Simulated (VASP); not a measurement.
# In2GaAs3 (I-4m2) in VASP: a series of runs

Runs on In2GaAs3. Level: PBEsol. Tasks: single point.

Program: VASP 6.6.1. These are calculated values, not measurements. Logs are shortened: lines on timing, memory, paths and dates and some standing lists are left out, and cuts for length are marked.

## Step 1: The cell of the first run

Symmetry: I-4m2, No. 119, tetragonal system. The conventional cell has a = 4.280 Å, b = 4.280 Å, c = 18.120 Å, α = 90.00°, β = 90.00°, γ = 90.00°. In (site symmetry 2mm) has 4 As at 2.66 to 2.67 Å within 3.5 Å. Ga (site symmetry -4m2) has 4 As at 2.54 Å within 3.4 Å. As (site symmetry -4m2) has 4 In at 2.66 Å within 3.5 Å. Within 3.4 Å of As (site symmetry 2mm) lie 2 Ga at 2.54 Å and 2 In at 2.67 Å.

## Step 2: Single point, PBEsol

Input file INCAR:

```
SYSTEM = In2GaAs3
PREC     = Accurate       ! precision mode
ENCUT    = 520            ! plane-wave cutoff, eV
EDIFF    = 1E-6           ! SCF threshold, eV
ISMEAR   = 0              ! smearing method
SIGMA    = 0.1            ! smearing width, eV
LREAL    = .FALSE.        ! projectors in reciprocal space
LASPH    = .TRUE.         ! aspherical terms in the spheres
NELM     = 80             ! most SCF steps
ALGO     = Normal         ! electronic algorithm
ISIF     = 2              ! what is computed and relaxed
LWAVE    = .FALSE.        ! write WAVECAR
LCHARG   = .TRUE.         ! write CHGCAR
GGA      = PS             ! functional
LELF     = .TRUE.         ! ELF
LVHAR    = .TRUE.       
NBANDS   = 36             ! bands
```

Input file KPOINTS:

```
regular mesh
0
G
  6 6 6
  0 0 0
```

Input file POSCAR:

```
In2GaAs3
1.0
   -2.1401840000      2.1401840000      9.0600640000
    2.1401840000     -2.1401840000      9.0600640000
    2.1401840000      2.1401840000     -9.0600640000
In Ga As
2 1 3
Direct
    0.3367560000      0.3367560000      0.0000000000
    0.6632440000      0.6632440000      0.0000000000
    0.0000000000      0.0000000000      0.0000000000
    0.2500000000      0.7500000000      0.5000000000
    0.5754750000      0.0754750000      0.5000000000
    0.9245250000      0.4245250000      0.5000000000
```

Potentials or basis: VASP PAW PBE potentials, release 64 (In_d, Ga_d, As).

The run is started by

```sh
> cat potpaw_PBE.64/In_d/POTCAR potpaw_PBE.64/Ga_d/POTCAR potpaw_PBE.64/As/POTCAR > POTCAR
> mpirun -np 1 vasp_std > vasp.out
```

OUTCAR:

```text
SYSTEM = In2GaAs3
   PREC = Accurate
   ENCUT = 520
   EDIFF = 1E-6
   ISMEAR = 0
   LREAL = .FALSE.
   LASPH = .TRUE.
   NELM = 80
   ISIF = 2
   GGA = PS

 ion  position               nearest neighbor table
   1  0.337  0.337  0.000-   4 2.66   4 2.66   6 2.67   6 2.67
   2  0.663  0.663  0.000-   4 2.66   4 2.66   5 2.67   5 2.67
   3  0.000  0.000  0.000-   6 2.54   5 2.54   5 2.54   6 2.54
   4  0.250  0.750  0.500-   2 2.66   1 2.66   1 2.66   2 2.66
   5  0.575  0.075  0.500-   3 2.54   3 2.54   2 2.67   2 2.67
   6  0.925  0.425  0.500-   3 2.54   3 2.54   1 2.67   1 2.67

  LATTYP: Found a body centered tetragonal cell.
 ALAT       =     4.2803680000
 C/A-ratio  =     4.2333107808

  Lattice vectors:

 A1 = (  -2.1401840000,   2.1401840000,   9.0600640000)
 A2 = (   2.1401840000,  -2.1401840000,   9.0600640000)
 A3 = (   2.1401840000,   2.1401840000,  -9.0600640000)

Analysis of symmetry for initial positions (statically):
=====================================================================
 Subroutine PRICEL returns:
 Original cell was already a primitive cell.

 Routine SETGRP: Setting up the symmetry group for a
 body centered tetragonal supercell.

 Subroutine GETGRP returns: Found  8 space group operations
 (whereof  8 operations were pure point group operations)
 out of a pool of 16 trial point group operations.

The static configuration has the point symmetry D_2d.

Analysis of symmetry for dynamics (positions and initial velocities):
=====================================================================
 Subroutine PRICEL returns:
 Original cell was already a primitive cell.

 Routine SETGRP: Setting up the symmetry group for a
 body centered tetragonal supercell.

 Subroutine GETGRP returns: Found  8 space group operations
 (whereof  8 operations were pure point group operations)
 out of a pool of 16 trial point group operations.

The dynamic configuration has the point symmetry D_2d.

 Subroutine INISYM returns: Found  8 space group operations
 (whereof  8 operations are pure point group operations),
 and found     1 'primitive' translations

----------------------------------------------------------------------------------------

                                     Primitive cell

  volume of cell :     165.9944

  direct lattice vectors                    reciprocal lattice vectors
    -2.140184000  2.140184000  9.060064000     0.000000000  0.233624772  0.055187248
     2.140184000 -2.140184000  9.060064000     0.233624772  0.000000000  0.055187248
     2.140184000  2.140184000 -9.060064000     0.233624772  0.233624772  0.000000000

  length of vectors
     9.552252865  9.552252865  9.552252865     0.240054508  0.240054508  0.330395322

  position of ions in fractional coordinates (direct lattice)
     0.336756000  0.336756000  0.000000000
     0.663244000  0.663244000  0.000000000
     0.000000000  0.000000000  0.000000000
     0.250000000  0.750000000  0.500000000
     0.575475000  0.075475000  0.500000000
     0.924525000  0.424525000  0.500000000

  ion indices of the primitive-cell ions
   primitive index   ion index
                 1           1
                 2           2
                 3           3
                 4           4
                 5           5
                 6           6

----------------------------------------------------------------------------------------

 KPOINTS: regular mesh

Automatic generation of k-mesh.
 Grid dimensions read from file:
 generate k-points for:    6    6    6

 Generating k-lattice:

  Cartesian coordinates                     Fractional coordinates (reciprocal lattice)
     0.000000000  0.038937462  0.009197875     0.166666667  0.000000000  0.000000000
     0.038937462  0.000000000  0.009197875     0.000000000  0.166666667  0.000000000
     0.038937462  0.038937462  0.000000000     0.000000000  0.000000000  0.166666667

  Length of vectors
     0.040009085  0.040009085  0.055065887

  Shift w.r.t. Gamma in fractional coordinates (k-lattice)
     0.000000000  0.000000000  0.000000000

 Subroutine IBZKPT returns following result:
 ===========================================

 Found     30 irreducible k-points:

 Following reciprocal coordinates:
            Coordinates               Weight
  0.000000  0.000000  0.000000      1.000000
  0.166667  0.000000 -0.000000      8.000000
  0.333333  0.000000  0.000000      8.000000
  0.500000 -0.000000  0.000000      4.000000
  0.166667  0.166667 -0.000000      8.000000
  0.333333  0.166667 -0.000000     16.000000
[... 16 lines left out ...]
 -0.333333 -0.333333  0.166667      8.000000
 -0.166667 -0.333333  0.166667      8.000000
 [... further k-points ...]
   k-points           NKPTS =     30   k-points in BZ     NKDIM =     30   number of bands    NBANDS=     36
   number of dos      NEDOS =    301   number of ions     NIONS =      6
   total plane-waves  NPLWV = 373248
   dimension x,y,z NGX =    72 NGY =   72 NGZ =   72
[... 50 lines left out ...]
   NGX = 35   NGY = 35   NGZ = 35

 number of electron      54.0000009 magnetization

 Free energy of the ion-electron system (eV)
  ---------------------------------------------------
  ext. energy  EPLUGINS =         0.00000000
  ---------------------------------------------------
  free energy    TOTEN  =       -25.87929041 eV

  energy without entropy =      -25.87835657  energy(sigma->0) =      -25.87882349

 E-fermi :   3.6557     XC(G=0):  -9.1552

 val. band max:        3.6287651020   @ k =   0.0000   0.0000   0.0000
 cond. band min:       4.1519152899   @ k =  -0.1667  -0.1667   0.1667
 fundamental gap:      0.5231501879
 Fermi energy:         3.6557150648

 k-point     1 :       0.0000    0.0000    0.0000
  band No.  band energies     occupation
      1     -11.1302      2.00000
      2     -11.0856      2.00000
      3     -11.0856      2.00000
      4     -11.0611      2.00000
      5     -11.0242      2.00000
      6     -10.7360      2.00000
[... 28 lines left out ...]
     35       7.4094      0.00000
     36      10.6401      0.00000

 k-point     2 :       0.1667    0.0000   -0.0000
  band No.  band energies     occupation
      1     -11.1276      2.00000
      2     -11.0910      2.00000
      3     -11.0853      2.00000
      4     -11.0590      2.00000
      5     -11.0256      2.00000
      6     -10.7285      2.00000
[... 28 lines left out ...]
     35       8.0379      0.00000
     36       9.1587      0.00000

 k-point     3 :       0.3333    0.0000    0.0000
  band No.  band energies     occupation
      1     -11.1242      2.00000
      2     -11.0998      2.00000
      3     -11.0847      2.00000
      4     -11.0548      2.00000
      5     -11.0283      2.00000
      6     -10.7201      2.00000
[... 28 lines left out ...]
     35       8.7042      0.00000
     36       8.8219      0.00000

 k-point     4 :       0.5000   -0.0000    0.0000
  band No.  band energies     occupation
      1     -11.1240      2.00000
      2     -11.1028      2.00000
      3     -11.0844      2.00000
      4     -11.0526      2.00000
      5     -11.0297      2.00000
      6     -10.7203      2.00000
[... 28 lines left out ...]
     35       8.5914      0.00000
     36       8.8653      0.00000

 k-point     5 :       0.1667    0.1667   -0.0000
  band No.  band energies     occupation
      1     -11.1256      2.00000
      2     -11.0968      2.00000
      3     -11.0829      2.00000
      4     -11.0576      2.00000
      5     -11.0270      2.00000
      6     -10.7244      2.00000
[... 655 lines left out ...]
 k-point    22 :      -0.1667    0.5000    0.1667
  band No.  band energies     occupation
      1     -11.1241      2.00000
      2     -11.0998      2.00000
      3     -11.0847      2.00000
      4     -11.0548      2.00000
      5     -11.0283      2.00000
      6     -10.7191      2.00000
[... 28 lines left out ...]
     35       8.4626      0.00000
     36       9.1780      0.00000

 k-point    23 :      -0.3333   -0.3333    0.1667
  band No.  band energies     occupation
      1     -11.1257      2.00000
      2     -11.0968      2.00000
      3     -11.0829      2.00000
      4     -11.0576      2.00000
      5     -11.0270      2.00000
      6     -10.7223      2.00000
[... 28 lines left out ...]
     35       8.4966      0.00000
     36       8.7671      0.00000

 k-point    24 :      -0.1667   -0.3333    0.1667
  band No.  band energies     occupation
      1     -11.1276      2.00000
      2     -11.0910      2.00000
      3     -11.0853      2.00000
      4     -11.0590      2.00000
      5     -11.0256      2.00000
      6     -10.7262      2.00000
[... 28 lines left out ...]
     35       7.8497      0.00000
     36       8.9860      0.00000

 [... further k-points ...]

------------------------ aborting loop because EDIFF is reached ----------------------------------------

  FORCE on cell =-STRESS in cart. coord.  units (eV):
  Direction    XX          YY          ZZ          XY          YZ          ZX
  --------------------------------------------------------------------------------------
  -------------------------------------------------------------------------------------
  Total       -2.7318124     -2.7318124     -2.5667461      0.0000000      0.0000000     -0.0000000
  in kB      -26.3674400    -26.3674400    -24.7742209      0.0000000      0.0000000     -0.0000000
  external PRESSURE =     -25.8363670 kB  Pullay stress =       0.0000000 kB

 VOLUME and BASIS-vectors are now :
 -----------------------------------------------------------------------------
  energy-cutoff  :      520.00
  volume of cell :      165.99
      direct lattice vectors                 reciprocal lattice vectors
    -2.140184000  2.140184000  9.060064000     0.000000000  0.233624772  0.055187248
     2.140184000 -2.140184000  9.060064000     0.233624772  0.000000000  0.055187248
     2.140184000  2.140184000 -9.060064000     0.233624772  0.233624772  0.000000000

 POSITION                                       TOTAL-FORCE (eV/Angst)
 -----------------------------------------------------------------------------------
      0.00000      0.00000      6.10206         0.000000     -0.000000      0.044071
      0.00000      0.00000     12.01807         0.000000     -0.000000     -0.044071
      0.00000      0.00000      0.00000        -0.000000      0.000000      0.000000
      2.14018     -0.00000      4.53003        -0.000000      0.000000     -0.000000
      0.00000      2.14018      1.36762        -0.000000      0.000000     -0.005459
      0.00000      2.14018      7.69245        -0.000000      0.000000      0.005459
 -----------------------------------------------------------------------------------
    total drift:                                0.000000     -0.000000     -0.000000

  FREE ENERGIE OF THE ION-ELECTRON SYSTEM (eV)
  ---------------------------------------------------
  free  energy   TOTEN  =       -25.8792904134 eV

  energy  without entropy=      -25.8783565707  energy(sigma->0) =      -25.87882349
```

It took 8 min on 1 thread of Intel Xeon 6975P-C (Granite Rapids), shared host; peak memory 0.78 GiB.

Results:

```yaml
Free_energy: -25.8793 eV
Pressure: -2.6 GPa
Largest_force: 0.044 eV/Å
Band_gap_on_the_k_mesh: zero (filled and empty bands touch)
```

Forces in eV/Å, atoms in the order of the input:
```
In   0.000  0.000  0.044
In   0.000  0.000 -0.044
Ga   0.000  0.000  0.000
As   0.000  0.000  0.000
As   0.000  0.000 -0.005
As   0.000  0.000  0.005
```

Caveat: semilocal functionals underestimate gaps, so a narrow gap can read as zero; the PAW data sets were made with another functional, which shifts forces and pressure a little; spin-orbit coupling is left out, which moves the levels of the heavy elements.

## Step 3: Single point, PBEsol

Input file INCAR:

```
SYSTEM = In2GaAs3
PREC = Accurate ; ENCUT = 520
EDIFF = 1E-6 ; ISMEAR = 0
SIGMA = 0.1 ; LREAL = .False.
LASPH = .True. ; NELM = 60
ALGO = Normal ; ISIF = 2
LWAVE = .False. ; LCHARG = .False.
GGA = PS ; NBANDS = 36
```

Input file KPOINTS:

```
Automatic mesh
0
Gamma
  6 6 6
  0.5 0.5 0.5
```

POSCAR is that of step 2.

Potentials or basis: VASP PAW PBE potentials, release 64 (In_d, Ga_d, As).

The run is started by

```sh
> cat potpaw_PBE.64/In_d/POTCAR potpaw_PBE.64/Ga_d/POTCAR potpaw_PBE.64/As/POTCAR > POTCAR
> mpirun -np 1 vasp_std > vasp.out
```

Run time: 5.6 min. Hardware: 1 thread of Intel Xeon 6975P-C (Granite Rapids), shared host; peak memory 0.76 GiB.

It converged, with:

```yaml
Free_energy: -25.8788 eV
Pressure: -2.6 GPa
Largest_force: 0.044 eV/Å
Band_gap_on_the_k_mesh: 0.19 eV
```

Forces on the atoms (eV/Å):
```
In   0.000  0.000  0.044
In   0.000  0.000 -0.044
Ga   0.000  0.000  0.000
As   0.000  0.000  0.000
As   0.000  0.000 -0.002
As   0.000  0.000  0.002
```

Stress tensor (GPa, compression positive):
```
-2.63  0.00  0.00
 0.00 -2.63  0.00
 0.00  0.00 -2.51
```

Levels at points of the mesh, in eV from the valence-band top:
| k point | band 25 | band 26 | band 27 | band 28 | band 29 | band 30 |
| --- | --- | --- | --- | --- | --- | --- |
| (0.08, 0.08, 0.08) | -1.45 | -0.80 | -0.72 | 2.03 | 2.73 | 2.90 |

Caveat: the PAW data sets were made with another functional, which shifts forces and pressure a little; spin-orbit coupling is left out, which moves the levels of the heavy elements; a shifted mesh leaves out Γ, where band edges can lie. A k mesh can miss the band edges.

## Step 4: Single point, PBEsol

Input file INCAR:

```
SYSTEM = In2GaAs3
PREC = Accurate
ENCUT = 520
EDIFF = 1E-6
ISMEAR = 0
SIGMA = 0.1
LREAL = .FALSE.
LASPH = .TRUE.
NELM = 100
ALGO = Normal
ISIF = 2
LWAVE = .FALSE.
LCHARG = .FALSE.
GGA = PS
NBANDS = 36
```

Input file KPOINTS:

```
regular mesh
0
G
  8 8 8
  0 0 0
```

POSCAR is that of step 3.

The run is started by

```sh
> cat potpaw_PBE.64/In_d/POTCAR potpaw_PBE.64/Ga_d/POTCAR potpaw_PBE.64/As/POTCAR > POTCAR
> mpirun -np 1 vasp_std > vasp.out
```

It took 12 min on 1 thread of Intel Xeon 6975P-C (Granite Rapids), shared host; peak memory 0.9 GiB.

Results (log left out):

| Quantity | Value |
| --- | --- |
| Free energy | -25.8946 eV |
| Pressure | -2.6 GPa |
| Largest force | 0.045 eV/Å |
| Band gap on the k mesh | zero (filled and empty bands touch) |

Forces in eV/Å, atoms in the order of the input:
```
In   0.000  0.000  0.045
In   0.000  0.000 -0.045
Ga   0.000  0.000  0.000
As   0.000  0.000  0.000
As   0.000  0.000 -0.004
As   0.000  0.000  0.004
```

Stress tensor (GPa, compression positive):
```
-2.70  0.00  0.00
 0.00 -2.70  0.00
 0.00  0.00 -2.42
```

Levels at points of the mesh, in eV from the Fermi level:
```
           k point  band 23  band 24  band 25  band 26  band 27  band 28  band 29  band 30  band 31  band 32
(0.00, 0.00, 0.00)    -1.72    -1.72    -0.58    -0.13    -0.05    -0.05     1.56     1.59     2.22     2.69
(0.50, 0.00, 0.00)    -2.34    -1.45    -1.01    -0.92    -0.87     0.58     1.79     2.25     4.18     4.42
(0.50, 0.50, 0.00)    -2.79    -2.74    -2.73    -2.30    -2.28     1.45     1.78     2.94     3.05     3.19
(0.50, 0.50, 0.50)    -2.40    -1.00    -1.00    -0.72    -0.72     1.34     1.40     2.11     2.24     2.63
```

Caveat: semilocal functionals underestimate gaps, so a narrow gap can read as zero; the PAW data sets were made with another functional, which shifts forces and pressure a little; spin-orbit coupling is left out, which moves the levels of the heavy elements.

## Step 5: Single point, PBEsol

Input file INCAR:

```
SYSTEM = In2GaAs3
PREC     = Accurate       ! precision mode
ENCUT    = 520            ! plane-wave cutoff, eV
EDIFF    = 1E-7           ! SCF threshold, eV
ISMEAR   = 0              ! smearing method
SIGMA    = 0.1            ! smearing width, eV
LREAL    = .False.        ! projectors in reciprocal space
LASPH    = .True.         ! aspherical terms in the spheres
NELM     = 100            ! most SCF steps
ALGO     = Normal         ! electronic algorithm
ISIF     = 2              ! what is computed and relaxed
LWAVE    = .False.        ! write WAVECAR
LCHARG   = .False.        ! write CHGCAR
GGA      = PS             ! functional
NBANDS   = 36             ! bands
```

Input file KPOINTS:

```
Automatic mesh
0
Gamma
  8 8 8
  0.5 0.5 0.5
```

POSCAR is that of step 4.

The run is started by

```sh
> cat potpaw_PBE.64/In_d/POTCAR potpaw_PBE.64/Ga_d/POTCAR potpaw_PBE.64/As/POTCAR > POTCAR
> mpirun -np 1 vasp_std > vasp.out
```

It took 12 min on 1 thread of Intel Xeon 6975P-C (Granite Rapids), shared host; peak memory 0.9 GiB.

The run converged. Its results:

- Free energy: -25.8943 eV
- Pressure: -2.6 GPa
- Largest force: 0.044 eV/Å
- Band gap on the k mesh: 0.10 eV

Forces on the atoms (eV/Å):
```
In   0.000  0.000  0.044
In   0.000  0.000 -0.044
Ga   0.000  0.000  0.000
As   0.000  0.000  0.000
As   0.000  0.000 -0.004
As   0.000  0.000  0.004
```

Stress tensor (GPa, compression positive):
```
-2.69  0.00  0.00
 0.00 -2.69  0.00
 0.00  0.00 -2.42
```

Levels at points of the mesh, in eV from the valence-band top:
| k point | band 23 | band 24 | band 25 | band 26 | band 27 | band 28 | band 29 | band 30 | band 31 | band 32 |
| --- | --- | --- | --- | --- | --- | --- | --- | --- | --- | --- |
| (0.06, 0.06, 0.06) | -2.05 | -1.85 | -1.59 | -0.52 | -0.47 | 1.53 | 2.47 | 2.54 | 3.03 | 3.16 |

Caveat: the PAW data sets were made with another functional, which shifts forces and pressure a little; spin-orbit coupling is left out, which moves the levels of the heavy elements; a shifted mesh leaves out Γ, where band edges can lie. A k mesh can miss the band edges.

## Step 6: The runs side by side

```csv
k mesh,gap on the mesh (eV),pressure (GPa),largest force (eV/Å)
6 × 6 × 6,none,-2.6,0.04
"6 × 6 × 6, shifted",0.19,-2.6,0.04
8 × 8 × 8,none,-2.6,0.04
"8 × 8 × 8, shifted",0.10,-2.6,0.04
```

Alike in all rows: task single point; level PBEsol; potentials or basis VASP PAW PBE potentials, release 64 (In_d, Ga_d, As); no spin polarisation; cell as given; cutoff (eV) 520; smearing gaussian 0.1 eV.

Caveats: the PAW data sets were made with another functional, which shifts forces and pressure a little; spin-orbit coupling is left out, which moves the levels of the heavy elements; semilocal functionals underestimate gaps, so a narrow gap can read as zero (at least some runs); a shifted mesh leaves out Γ, where band edges can lie (at least some runs).

Total energies depend on the potentials used, so only differences within one code and one set of settings carry meaning.
